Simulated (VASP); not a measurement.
Set up this calculation in VASP 6.6.1, as the native input.

- Task: single point
- Functional: PBE
- Dispersion: D3(BJ)
- Potentials or basis: VASP PAW PBE potentials, release 64 (Pb_d, S)
- Cutoff: 520 eV
- k mesh: 10 × 10 × 10
- Occupations: gaussian, width 0.05 eV
- Spin: no spin polarisation
- Dipole correction: no
- Further INCAR settings: ALGO = Normal; EDIFF = 1e-06; NBANDS = 17

The structure of PbS lies in POSCAR:

```
PbS
1.0
    3.6019001576      0.0000000000      0.0000000000
    0.0000000000      3.6019001576      0.0000000000
    0.0000000000      0.0000000000      3.6019001576
Pb S
1 1
Direct
    0.0000000000      0.0000000000      0.0000000000
    0.5000000000      0.5000000000      0.5000000000
```

These files were run (other wordings do the same):

INCAR

```
PREC = Accurate
ENCUT = 520
EDIFF = 1E-6
ISMEAR = 0
SIGMA = 0.05
LREAL = F
LASPH = T
NELM = 60
ALGO = Normal
ISIF = 2
LWAVE = F
LCHARG = F
GGA = PE
IVDW = 12
NBANDS = 17
```

KPOINTS

```
Automatic mesh
0
Gamma
  10 10 10
```

Potentials or basis: VASP PAW PBE potentials, release 64 (Pb_d, S).

Run with:

```bash
$ cat potpaw_PBE.64/Pb_d/POTCAR potpaw_PBE.64/S/POTCAR > POTCAR
$ mpirun -np 1 vasp_std > vasp.out
```

It gave:

| Quantity | Value |
| --- | --- |
| Pressure | -0.1 GPa |
| Band gap on the k mesh | zero (band 10 reaches 6.60 eV, above the bottom of band 11 at 6.03 eV) |
| Dispersion energy per atom | -0.390 eV |

Caveat: spin-orbit coupling is left out, which moves the levels of the heavy elements; pairwise dispersion overbinds metals, which lowers pressure and volume.

It took 14 s on 1 thread of Intel(R) Xeon(R) 6975P-C (Granite Rapids), on a shared host, peak memory 0.19 GiB.
